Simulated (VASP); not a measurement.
# KMgF3 (Pm-3m) in VASP: settings compared

The runs below take KMgF3 through single point, vibrations by perturbation theory, with LDA, PBE.

All numbers are computed with VASP 6.6.1; they aren't measurements. Logs are shortened: lines on timing, memory, paths and dates and some standing lists are left out, and cuts for length are marked.

## 1. The cell of the first run

Symmetry: Pm-3m, No. 221, cubic system. Conventional cell: a = 4.054 Å, b = 4.054 Å, c = 4.054 Å, α = 90.00°, β = 90.00°, γ = 90.00°. K (site symmetry m-3m) has 12 F at 2.87 Å and 8 Mg at 3.51 Å within 3.8 Å. Mg (site symmetry m-3m) has 6 F at 2.03 Å within 2.7 Å. F (site symmetry 4/mmm) has 2 Mg at 2.03 Å within 2.7 Å.

## 2. Single point, LDA

Contents of POSCAR:

```
KMgF3
1.0
    4.0536420869      0.0000000000      0.0000000000
    0.0000000000      4.0536420869      0.0000000000
    0.0000000000      0.0000000000      4.0536420869
K Mg F
1 1 3
Direct
    0.5000000000      0.5000000000      0.5000000000
    0.0000000000      0.0000000000      0.0000000000
    0.0000000000      0.5000000000      0.0000000000
    0.5000000000      0.0000000000      0.0000000000
    0.0000000000      0.0000000000      0.5000000000
```

Contents of INCAR.step1:

```
SYSTEM = KMgF3
PREC = Accurate
ENCUT = 520
EDIFF = 1E-7
ISMEAR = 0
SIGMA = 0.02
LREAL = .False.
LASPH = .True.
NELM = 80
ALGO = Normal
ISIF = 2
LWAVE = .False.
LCHARG = .True.
NBANDS = 24
```

Contents of KPOINTS.step1:

```
Automatic mesh
0
Gamma
  6 6 6
  0 0 0
```

Contents of INCAR.step2:

```
SYSTEM = KMgF3
PREC = Accurate
ENCUT = 520
EDIFF = 1E-7
ISMEAR = -5
SIGMA = 0.02
LREAL = .False.
LASPH = .True.
NELM = 80
ALGO = Normal
ISIF = 2
LWAVE = .False.
LCHARG = .False.
LORBIT = 11
NEDOS = 1001
ICHARG = 11
```

Contents of KPOINTS.step2:

```
Automatic mesh
0
Gamma
  9 9 9
  0 0 0
```

Potentials or basis: VASP PAW LDA potentials, release 64 (K_sv, Mg, F).

On the command line:

```console
$ cat potpaw_LDA.64/K_sv/POTCAR potpaw_LDA.64/Mg/POTCAR potpaw_LDA.64/F/POTCAR > POTCAR
$ cp INCAR.step1 INCAR
$ cp KPOINTS.step1 KPOINTS
$ mpirun -np 1 vasp_std > vasp.out
$ cp INCAR.step2 INCAR
$ cp KPOINTS.step2 KPOINTS
$ mpirun -np 1 vasp_std > vasp.out
```

OUTCAR:

```text
SYSTEM = KMgF3
   PREC = Accurate
   ENCUT = 520
   EDIFF = 1E-7
   ISMEAR = -5
   LREAL = .False.
   LASPH = .True.
   NELM = 80
   ISIF = 2
   LORBIT = 11
   ICHARG = 11

 ion  position               nearest neighbor table
   1  0.500  0.500  0.500-   2 3.51   2 3.51   2 3.51   2 3.51   2 3.51   2 3.51   2 3.51   2 3.51

   2  0.000  0.000  0.000-   3 2.03   4 2.03   5 2.03   5 2.03   3 2.03   4 2.03   1 3.51   1 3.51
                             1 3.51   1 3.51   1 3.51   1 3.51   1 3.51   1 3.51
   3  0.000  0.500  0.000-   2 2.03   2 2.03
   4  0.500  0.000  0.000-   2 2.03   2 2.03
   5  0.000  0.000  0.500-   2 2.03   2 2.03

  LATTYP: Found a simple cubic cell.
 ALAT       =     4.0536420869

  Lattice vectors:

 A1 = (   4.0536420869,   0.0000000000,   0.0000000000)
 A2 = (   0.0000000000,   4.0536420869,   0.0000000000)
 A3 = (   0.0000000000,   0.0000000000,   4.0536420869)

Analysis of symmetry for initial positions (statically):
=====================================================================
 Subroutine PRICEL returns:
 Original cell was already a primitive cell.

 Routine SETGRP: Setting up the symmetry group for a
 simple cubic supercell.

 Subroutine GETGRP returns: Found 48 space group operations
 (whereof 48 operations were pure point group operations)
 out of a pool of 48 trial point group operations.

The static configuration has the point symmetry O_h .

Analysis of symmetry for dynamics (positions and initial velocities):
=====================================================================
 Subroutine PRICEL returns:
 Original cell was already a primitive cell.

 Routine SETGRP: Setting up the symmetry group for a
 simple cubic supercell.

 Subroutine GETGRP returns: Found 48 space group operations
 (whereof 48 operations were pure point group operations)
 out of a pool of 48 trial point group operations.

The dynamic configuration has the point symmetry O_h .

 Subroutine INISYM returns: Found 48 space group operations
 (whereof 48 operations are pure point group operations),
 and found     1 'primitive' translations

----------------------------------------------------------------------------------------

                                     Primitive cell

[... 99 lines left out ...]
   LREAL  =      F    real-space projection
   EDIFFG = 0.1E-05   stopping-criterion for IOM
   NSW    =      0    number of steps for IOM
   IBRION =     -1    ionic relax: 0-MD 1-quasi-New 2-CG
   NFREE  =      0    steps in history (QN), initial steepest desc. (CG)
   ISIF   =      2    stress and relaxation
   ISYM   =      2    0-nonsym 1-usesym 2-fastsym
   POTIM  = 0.5000    time-step for ionic-motion
   TEBEG  =    0.0;   TEEND  =   0.0 temperature during run
   PSTRESS=    0.0 pullay stress
   NELECT =      32.0000    total number of electrons
   NUPDOWN=      -1.0000    fix difference up-down
   EMIN   =  10.00;   EMAX   =-10.00  energy-range for DOS
   EFERMI =   0.00;   METHOD = LEGACY
   ISMEAR =    -5;   SIGMA  =   0.02  broadening in eV -4-tet -1-fermi 0-gaus
   EFERMI_NEDOS =   21; number of points for ismear=-14 and -15
   IALGO  =     38    algorithm
   IMIX   =      4    mixing-type and parameters
     AMIX     =   0.40;   BMIX     =  1.00
     AMIX_MAG =   1.60;   BMIX_MAG =  1.00
  volume/ion in A,a.u.               =      13.32        89.90
  Fermi-wavevector in a.u.,A,eV,Ry     =   1.282171  2.422953 22.367482  1.643964
  Thomas-Fermi vector in A             =   2.414499
   LORBIT       =     11    0 simple, 1 ext, 2 COOP (PROOUT), +10 PAW based schemes
   GGA     = CA    functional components
   LHFCALC =     F    Hartree Fock is set to
   AEXX    =    0.0000 exact exchange contribution
   IVDW    =     0    specifies the selected vdW correction
   LEPSILON=     F    determine dielectric tensor
   LRPA    =     F    only Hartree local field effects (RPA)
 non-spin polarized calculation
 Fermi weights with tetrahedron method with Bloechl corrections
  energy-cutoff  :      520.00
  volume of cell :       66.61
 maximum number of plane-waves:      1812
 NGX is ok and might be reduce to    30

 number of electron      31.9999960 magnetization

 Free energy of the ion-electron system (eV)
  ---------------------------------------------------
  ext. energy  EPLUGINS =         0.00000000
  ---------------------------------------------------
  free energy    TOTEN  =       -26.93461826 eV

  energy without entropy =      -26.93461826  energy(sigma->0) =      -26.93461826

 E-fermi :  -2.2416     XC(G=0): -10.1572

 val. band max:       -2.2621497322   @ k =   0.4444   0.4444   0.4444
 cond. band min:       4.3432671097   @ k =   0.0000   0.0000   0.0000
 fundamental gap:      6.6054168419
 Fermi energy:        -2.2416025943

 k-point     1 :       0.0000    0.0000    0.0000
  band No.  band energies     occupation
      1     -27.5151      2.00000
      2     -21.8379      2.00000
      3     -21.2085      2.00000
      4     -21.2085      2.00000
      5     -11.2481      2.00000
      6     -11.2481      2.00000
[... 541 lines left out ...]
     19       9.1841      0.00000
     20       9.4261      0.00000

 [... further k-points ...]
[... 5 lines left out ...]
  --------------------------------------------------------------------------------------
  -------------------------------------------------------------------------------------
  Total       -3.3688208     -3.3688208     -3.3688208     -0.0000000      0.0000000     -0.0000000
  in kB      -81.0312033    -81.0312033    -81.0312033     -0.0000000      0.0000000     -0.0000000
  external PRESSURE =     -81.0312033 kB  Pullay stress =       0.0000000 kB

 VOLUME and BASIS-vectors are now :
 -----------------------------------------------------------------------------
  energy-cutoff  :      520.00
  volume of cell :       66.61
      direct lattice vectors                 reciprocal lattice vectors
     4.053642087  0.000000000  0.000000000     0.246691735  0.000000000  0.000000000
     0.000000000  4.053642087  0.000000000     0.000000000  0.246691735  0.000000000
     0.000000000  0.000000000  4.053642087     0.000000000  0.000000000  0.246691735

 POSITION                                       TOTAL-FORCE (eV/Angst)
 -----------------------------------------------------------------------------------
      2.02682      2.02682      2.02682         0.000000      0.000000      0.000000
      0.00000      0.00000      0.00000         0.000000      0.000000      0.000000
      0.00000      2.02682      0.00000         0.000000      0.000000      0.000000
      2.02682      0.00000      0.00000         0.000000      0.000000      0.000000
      0.00000      0.00000      2.02682         0.000000      0.000000      0.000000
 -----------------------------------------------------------------------------------
    total drift:                                0.000000     -0.000000      0.000000

  FREE ENERGIE OF THE ION-ELECTRON SYSTEM (eV)
  ---------------------------------------------------
  free  energy   TOTEN  =       -26.9346182599 eV

  energy  without entropy=      -26.9346182599  energy(sigma->0) =      -26.93461826

 total charge

# of ion       s       p       d       tot
------------------------------------------
    1        1.952   5.564   0.025   7.542
    2        0.124   0.154   0.070   0.347
    3        1.720   4.368   0.000   6.089
    4        1.720   4.368   0.000   6.089
    5        1.720   4.368   0.000   6.089
--------------------------------------------------
tot          7.237  18.823   0.095  26.155
```

OUTCAR.step1:

```text
SYSTEM = KMgF3
   PREC = Accurate
   ENCUT = 520
   EDIFF = 1E-7
   ISMEAR = 0
   LREAL = .False.
[... 767 lines left out ...]
      0.00000      2.02682      0.00000         0.000000      0.000000      0.000000
      2.02682      0.00000      0.00000         0.000000      0.000000      0.000000
      0.00000      0.00000      2.02682         0.000000      0.000000      0.000000
 -----------------------------------------------------------------------------------
    total drift:                                0.000000     -0.000000      0.000000

  FREE ENERGIE OF THE ION-ELECTRON SYSTEM (eV)
  ---------------------------------------------------
  free  energy   TOTEN  =       -26.9346403444 eV

  energy  without entropy=      -26.9346403444  energy(sigma->0) =      -26.93464034
```

Run time: 98 s. Hardware: 1 thread of Intel Xeon 8259CL, shared host; peak memory 0.17 GiB.

Results:

```
Valence electrons inside the program's atomic spheres : K 7.54; Mg 0.35; F 6.09
```

Levels at points of the mesh, in eV from the valence-band top:
| k point | band 12 | band 13 | band 14 | band 15 | band 16 | band 17 | band 18 | band 19 | band 20 |
| --- | --- | --- | --- | --- | --- | --- | --- | --- | --- |
| (0.00, 0.00, 0.00) | -0.57 | -0.57 | -0.31 | -0.31 | -0.31 | 6.61 | 9.73 | 9.73 | 11.91 |

## 3. Vibrations by perturbation theory, PBE

Contents of INCAR:

```
PREC = Accurate ; ENCUT = 520
EDIFF = 1E-8 ; ISMEAR = 0
SIGMA = 0.01 ; LREAL = False
LASPH = True ; NELM = 100
ALGO = Normal ; ISIF = 2
LWAVE = False ; LCHARG = False
GGA = PE ; IBRION = 8
NSW = 1 ; LEPSILON = True
```

Contents of KPOINTS:

```
regular mesh
0
Gamma
  6 6 6
```

POSCAR: that of step 2 with these lines changed.

```diff
@@ -2,5 +2,5 @@
 1.0
-    4.0536420869      0.0000000000      0.0000000000
-    0.0000000000      4.0536420869      0.0000000000
-    0.0000000000      0.0000000000      4.0536420869
+    4.0542200656      0.0000000000      0.0000000000
+    0.0000000000      4.0542200656      0.0000000000
+    0.0000000000      0.0000000000      4.0542200656
 K Mg F
```

Potentials or basis: VASP PAW PBE potentials, release 64 (K_sv, Mg, F).

On the command line:

```console
$ cat potpaw_PBE.64/K_sv/POTCAR potpaw_PBE.64/Mg/POTCAR potpaw_PBE.64/F/POTCAR > POTCAR
$ mpirun -np 1 vasp_std > vasp.out
```

OUTCAR:

```text
PREC = Accurate
   ENCUT = 520
   EDIFF = 1E-8
   ISMEAR = 0
   LREAL = False
   LASPH = True
   NELM = 100
   ISIF = 2
   GGA = PE
   IBRION = 8
   NSW = 1
   LEPSILON = True

 ion  position               nearest neighbor table
   1  0.500  0.500  0.500-   2 3.51   2 3.51   2 3.51   2 3.51   2 3.51   2 3.51   2 3.51   2 3.51

   2  0.000  0.000  0.000-   3 2.03   4 2.03   5 2.03   5 2.03   3 2.03   4 2.03   1 3.51   1 3.51
                             1 3.51   1 3.51   1 3.51   1 3.51   1 3.51   1 3.51
   3  0.000  0.500  0.000-   2 2.03   2 2.03
   4  0.500  0.000  0.000-   2 2.03   2 2.03
[... 928 lines left out ...]
      0.000000  2.027110  0.000000    -0.252435   -0.309378    0.000028
      2.027110  0.000000  0.000000    -0.251810   -0.310146    0.000028
      0.000000  0.000000  2.027110    -0.252435   -0.310146    0.000027

--------------------------------------------------------------------------------------------------------

 MACROSCOPIC STATIC DIELECTRIC TENSOR IONIC CONTRIBUTION
 ------------------------------------------------------
           4.968145     0.000000     0.000000
           0.000000     4.968145    -0.000000
          -0.000000    -0.000000     4.968145
 ------------------------------------------------------

 ELASTIC MODULI CONTR FROM IONIC RELAXATION (kBar)
 Direction    XX          YY          ZZ          XY          YZ          ZX
 --------------------------------------------------------------------------------
 XX           0.0000      0.0000      0.0000      0.0000      0.0000      0.0000
 YY           0.0000      0.0000      0.0000      0.0000      0.0000      0.0000
 ZZ           0.0000      0.0000      0.0000      0.0000      0.0000      0.0000
 XY           0.0000      0.0000      0.0000      0.0000      0.0000      0.0000
 YZ           0.0000      0.0000      0.0000      0.0000      0.0000      0.0000
 ZX           0.0000      0.0000      0.0000      0.0000      0.0000      0.0000
 --------------------------------------------------------------------------------

 PIEZOELECTRIC TENSOR IONIC CONTR  for field in x, y, z        (C/m^2)
          XX          YY          ZZ          XY          YZ          ZX
  --------------------------------------------------------------------------------
  x     0.00000     0.00000     0.00000     0.00000     0.00000     0.00000
  y     0.00000     0.00000     0.00000     0.00000     0.00000     0.00000
  z     0.00000     0.00000     0.00000     0.00000     0.00000     0.00000
```

Wall time 25 min (1 thread of Intel Xeon 8259CL, shared host); peak memory 0.39 GiB.

Results:

- Electronic dielectric tensor (diagonal): 2.05
- Born charges (mean of the diagonal): K +1.18; Mg +2.01; F -1.06 e
- Highest phonon frequency at Γ, LO-TO splitting left out: 422 cm⁻¹

Phonon frequencies in cm⁻¹ (negative: imaginary):
```tsv
q point	frequencies
(0.000, 0.000, 0.000)	-1 -1 -1 141 141 141 180 180 180 282 282 282 422 422 422
```

Electronic dielectric tensor:
```
2.05 0.00 0.00
0.00 2.05 0.00
0.00 0.00 2.05
```

Born effective charge tensors (e):
atom 1, K
```
1.18 0.00 0.00
0.00 1.18 0.00
0.00 0.00 1.18
```
atom 2, Mg
```
2.01 0.00 0.00
0.00 2.01 0.00
0.00 0.00 2.01
```
atom 3, F
```
-0.96  0.00  0.00
 0.00 -1.27  0.00
 0.00  0.00 -0.96
```
atom 4, F
```
-1.27  0.00  0.00
 0.00 -0.96  0.00
 0.00  0.00 -0.96
```
atom 5, F
```
-0.96  0.00  0.00
 0.00 -0.96  0.00
 0.00  0.00 -1.27
```
